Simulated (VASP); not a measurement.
# Al4Cd (F-43m) in VASP: a series of runs

Runs on Al4Cd. Level: PBE. Tasks: single point, relaxation of cell and atoms.

All numbers are computed with VASP 6.6.1; they aren't measurements. Logs are shortened: lines on timing, memory, paths and dates and some standing lists are left out, and cuts for length are marked.

## (1) The cell of the first run

It takes space group F-43m (No. 216, cubic). Conventional cell: a = 6.057 Å, b = 6.057 Å, c = 6.057 Å, α = 90.00°, β = 90.00°, γ = 90.00°. Within 2.6 Å of Al (site symmetry 3m) lie 6 Al at 1.99 to 2.29 Å and 3 Cd at 2.53 Å. Cd (site symmetry -43m) has 12 Al at 2.53 Å within 3.3 Å.

## (2) Single point, PBE

Input file INCAR:

```
SYSTEM = Al4Cd
PREC     = Accurate       ! precision mode
ENCUT    = 520            ! plane-wave cutoff, eV
EDIFF    = 1E-7           ! SCF threshold, eV
ISMEAR   = 0              ! smearing method
SIGMA    = 0.1            ! smearing width, eV
LREAL    = .False.        ! projectors in reciprocal space
LASPH    = .True.         ! aspherical terms in the spheres
NELM     = 100            ! most SCF steps
ALGO     = Normal         ! electronic algorithm
ISIF     = 2              ! what is computed and relaxed
LWAVE    = .False.        ! write WAVECAR
LCHARG   = .False.        ! write CHGCAR
GGA      = PE             ! functional
NBANDS   = 20             ! bands
```

Input file KPOINTS:

```
Automatic mesh
0
Gamma
  6 6 6
  0 0 0
```

Input file POSCAR:

```
Al4Cd
1.0
    0.0000000000      3.0285678500      3.0285678500
    3.0285678500      0.0000000000      3.0285678500
    3.0285678500      3.0285678500      0.0000000000
Al Cd
4 1
Direct
    0.8662360800      0.8662360800      0.8662360800
    0.8662360800      0.8662360800      0.4012917500
    0.8662360800      0.4012917500      0.8662360800
    0.4012917500      0.8662360800      0.8662360800
    0.2500000000      0.2500000000      0.2500000000
```

Potentials or basis: VASP PAW PBE potentials, release 64 (Al, Cd).

The run is started by

```
cat potpaw_PBE.64/Al/POTCAR potpaw_PBE.64/Cd/POTCAR > POTCAR
mpirun -np 1 vasp_std > vasp.out
```

OUTCAR:

```text
SYSTEM = Al4Cd
   PREC = Accurate
   ENCUT = 520
   EDIFF = 1E-7
   ISMEAR = 0
   LREAL = .False.
   LASPH = .True.
   NELM = 100
   ISIF = 2
   GGA = PE

 ion  position               nearest neighbor table
   1  0.866  0.866  0.866-   2 1.99   3 1.99   4 1.99   4 2.29   3 2.29   2 2.29   5 2.53   5 2.53
                             5 2.53
   2  0.866  0.866  0.401-   1 1.99   3 1.99   4 1.99   3 2.29   4 2.29   1 2.29   5 2.53   5 2.53
                             5 2.53
   3  0.866  0.401  0.866-   1 1.99   2 1.99   4 1.99   4 2.29   2 2.29   1 2.29   5 2.53   5 2.53
                             5 2.53
   4  0.401  0.866  0.866-   1 1.99   2 1.99   3 1.99   3 2.29   2 2.29   1 2.29   5 2.53   5 2.53
                             5 2.53
   5  0.250  0.250  0.250-   2 2.53   3 2.53   2 2.53   4 2.53   3 2.53   4 2.53   1 2.53   1 2.53
                             1 2.53   2 2.53   3 2.53   4 2.53

  LATTYP: Found a face centered cubic cell.
 ALAT       =     6.0571357000

  Lattice vectors:

 A1 = (   0.0000000000,   3.0285678500,   3.0285678500)
 A2 = (   3.0285678500,   0.0000000000,   3.0285678500)
 A3 = (   3.0285678500,   3.0285678500,   0.0000000000)

Analysis of symmetry for initial positions (statically):
=====================================================================
 Subroutine PRICEL returns:
 Original cell was already a primitive cell.

 Routine SETGRP: Setting up the symmetry group for a
 face centered cubic supercell.

 Subroutine GETGRP returns: Found 24 space group operations
 (whereof 24 operations were pure point group operations)
 out of a pool of 48 trial point group operations.

The static configuration has the point symmetry T_d .

Analysis of symmetry for dynamics (positions and initial velocities):
=====================================================================
 Subroutine PRICEL returns:
 Original cell was already a primitive cell.

 Routine SETGRP: Setting up the symmetry group for a
 face centered cubic supercell.

 Subroutine GETGRP returns: Found 24 space group operations
 (whereof 24 operations were pure point group operations)
 out of a pool of 48 trial point group operations.

The dynamic configuration has the point symmetry T_d .

 Subroutine INISYM returns: Found 24 space group operations
 (whereof 24 operations are pure point group operations),
 and found     1 'primitive' translations

----------------------------------------------------------------------------------------

[... 90 lines left out ...]
   LREAL  =      F    real-space projection
   EDIFFG = 0.1E-05   stopping-criterion for IOM
   NSW    =      0    number of steps for IOM
   IBRION =     -1    ionic relax: 0-MD 1-quasi-New 2-CG
   NFREE  =      0    steps in history (QN), initial steepest desc. (CG)
   ISIF   =      2    stress and relaxation
   ISYM   =      2    0-nonsym 1-usesym 2-fastsym
   POTIM  = 0.5000    time-step for ionic-motion
   TEBEG  =    0.0;   TEEND  =   0.0 temperature during run
   PSTRESS=    0.0 pullay stress
   NELECT =      24.0000    total number of electrons
   NUPDOWN=      -1.0000    fix difference up-down
   EMIN   =  10.00;   EMAX   =-10.00  energy-range for DOS
   EFERMI =   0.00;   METHOD = LEGACY
   ISMEAR =     0;   SIGMA  =   0.10  broadening in eV -4-tet -1-fermi 0-gaus
   EFERMI_NEDOS =   21; number of points for ismear=-14 and -15
   IALGO  =     38    algorithm
   IMIX   =      4    mixing-type and parameters
     AMIX     =   0.40;   BMIX     =  1.00
     AMIX_MAG =   1.60;   BMIX_MAG =  1.00
  volume/ion in A,a.u.               =      11.11        74.98
  Fermi-wavevector in a.u.,A,eV,Ry     =   1.237555  2.338640 20.837908  1.531543
  Thomas-Fermi vector in A             =   2.372118
   LORBIT       =      0    0 simple, 1 ext, 2 COOP (PROOUT), +10 PAW based schemes
   GGA     = PE    functional components
   LHFCALC =     F    Hartree Fock is set to
   AEXX    =    0.0000 exact exchange contribution
   IVDW    =     0    specifies the selected vdW correction
   LEPSILON=     F    determine dielectric tensor
   LRPA    =     F    only Hartree local field effects (RPA)
 non-spin polarized calculation
 Gauss-broadening in eV      SIGMA  =   0.10
  energy-cutoff  :      520.00
  volume of cell :       55.56
 maximum number of plane-waves:      1524
   NGX = 15   NGY = 15   NGZ = 15

 number of electron      23.9999996 magnetization

 Free energy of the ion-electron system (eV)
  ---------------------------------------------------
  ext. energy  EPLUGINS =         0.00000000
  ---------------------------------------------------
  free energy    TOTEN  =         2.91289621 eV

  energy without entropy =        2.92845159  energy(sigma->0) =        2.92067390

 E-fermi :  12.2602     XC(G=0): -12.2051

 val. band max:       12.2565313981   @ k =  -0.3333   0.3333   0.0000
 cond. band min:      12.2658432242   @ k =  -0.3333   0.1667   0.0000
 fundamental gap:      0.0093118260
 Fermi energy:        12.2602333792

 k-point     1 :       0.0000    0.0000    0.0000
  band No.  band energies     occupation
      1      -2.6187      2.00000
      2       0.6295      2.00000
      3       0.6295      2.00000
      4       0.6461      2.00000
      5       0.6461      2.00000
      6       0.6461      2.00000
[... 357 lines left out ...]
     19      19.6269      0.00000
     20      19.7531      0.00000

------------------------ aborting loop because EDIFF is reached ----------------------------------------

  FORCE on cell =-STRESS in cart. coord.  units (eV):
  Direction    XX          YY          ZZ          XY          YZ          ZX
  --------------------------------------------------------------------------------------
  -------------------------------------------------------------------------------------
  Total       57.4092377     57.4092377     57.4092377      0.0000000      0.0000000     -0.0000000
  in kB     1655.5810391   1655.5810391   1655.5810391      0.0000000      0.0000000     -0.0000000
  external PRESSURE =    1655.5810391 kB  Pullay stress =       0.0000000 kB

 VOLUME and BASIS-vectors are now :
 -----------------------------------------------------------------------------
  energy-cutoff  :      520.00
  volume of cell :       55.56
      direct lattice vectors                 reciprocal lattice vectors
     0.000000000  3.028567850  3.028567850    -0.165094535  0.165094535  0.165094535
     3.028567850  0.000000000  3.028567850     0.165094535 -0.165094535  0.165094535
     3.028567850  3.028567850  0.000000000     0.165094535  0.165094535 -0.165094535

 POSITION                                       TOTAL-FORCE (eV/Angst)
 -----------------------------------------------------------------------------------
      5.24691      5.24691      5.24691         6.045726      6.045726      6.045726
      3.83879      3.83879      5.24691        -6.045726     -6.045726      6.045726
      3.83879      5.24691      3.83879        -6.045726      6.045726     -6.045726
      5.24691      3.83879      3.83879         6.045726     -6.045726     -6.045726
      1.51428      1.51428      1.51428        -0.000000     -0.000000     -0.000000
 -----------------------------------------------------------------------------------
    total drift:                               -0.000004     -0.000004     -0.000004

  FREE ENERGIE OF THE ION-ELECTRON SYSTEM (eV)
  ---------------------------------------------------
  free  energy   TOTEN  =         2.9128962083 eV

  energy  without entropy=        2.9284515877  energy(sigma->0) =        2.92067390
```

It took 21 s on 1 thread of AMD EPYC 9R45 (Zen 5), shared host; peak memory 0.14 GiB.

Results:

```yaml
Free_energy: 2.9129 eV
Pressure: 165.6 GPa
Largest_force: 10.472 eV/Å
Band_gap_on_the_k_mesh: zero (band 12 reaches 14.78 eV, above the bottom of band 13 at 11.40 eV)
```

Forces on the atoms (eV/Å):
```
Al   6.046  6.046  6.046
Al  -6.046 -6.046  6.046
Al  -6.046  6.046 -6.046
Al   6.046 -6.046 -6.046
Cd   0.000  0.000  0.000
```

Levels at points of the mesh, in eV from the Fermi level:
```csv
k point,band 10,band 11,band 12,band 13,band 14,band 15
"(0.00, 0.00, 0.00)",-3.59,-1.97,-0.60,-0.60,-0.60,1.22
"(0.50, 0.00, 0.00)",-3.91,-2.49,-2.49,-0.82,1.46,3.28
"(0.50, 0.50, 0.00)",-6.63,-4.52,2.52,2.52,3.57,3.99
```

Caveat: forces of over 1 eV/Å act on the atoms, so gaps and moduli don't describe the material at rest.

(Continued in part 2 of 2.)
